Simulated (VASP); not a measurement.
Write the native input for VASP 6.6.1 that does the following.

```
Task                   : single point
Functional             : PBE
Potentials or basis    : VASP PAW PBE potentials, release 64 (Ti_sv, Al)
Cutoff                 : 520 eV
k mesh                 : 12 × 12 × 12
Occupations            : gaussian, width 0.1 eV
Spin                   : collinear spin, ferromagnetic start
Starting moments       : [0.31, 0.31, 1.16, 0.0] μB
Dipole correction      : no
Further INCAR settings : ALGO = Fast; EDIFF = 1e-07; NBANDS = 32
```

The structure of Ti3Al lies in POSCAR:

```
Ti3Al
1.0
    0.0000000000      3.2306092824      3.2306092824
    3.2306092824      0.0000000000      3.2306092824
    3.2306092824      3.2306092824      0.0000000000
Ti Al
3 1
Direct
    0.7500000000      0.7500000000      0.7500000000
    0.2500000000      0.2500000000      0.2500000000
    0.0000000000      0.0000000000      0.0000000000
    0.5000000000      0.5000000000      0.5000000000
```

One way to write it, as run:

INCAR

```
SYSTEM = Ti3Al
PREC = Accurate
ENCUT = 520
EDIFF = 1E-7
ISMEAR = 0
SIGMA = 0.1
LREAL = .False.
LASPH = .True.
NELM = 150
ALGO = Fast
ISIF = 2
LWAVE = .False.
LCHARG = .False.
ISPIN = 2
MAGMOM = 0.31 0.31 1.16 0
LORBIT = 11
LMAXMIX = 4
GGA = PE
NBANDS = 32
```

KPOINTS

```
Automatic mesh
0
Gamma
  12 12 12
  0 0 0
```

Potentials or basis: VASP PAW PBE potentials, release 64 (Ti_sv, Al).

Launch:

```sh
$ cat potpaw_PBE.64/Ti_sv/POTCAR potpaw_PBE.64/Al/POTCAR > POTCAR
$ mpirun -np 1 vasp_std > vasp.out
```

It gave:

```
Pressure                                              : -0.1 GPa
Net moment                                            : 1.96 μB per cell
Site moments                                          : Ti +0.24, +1.02; Al -0.02 μB
Valence electrons inside the program's atomic spheres : Ti 10.24, 10.32; Al 0.82
```

Wall time 20 min on 1 thread of Intel Xeon 6975P-C (shared host), peak memory 0.4 GiB.
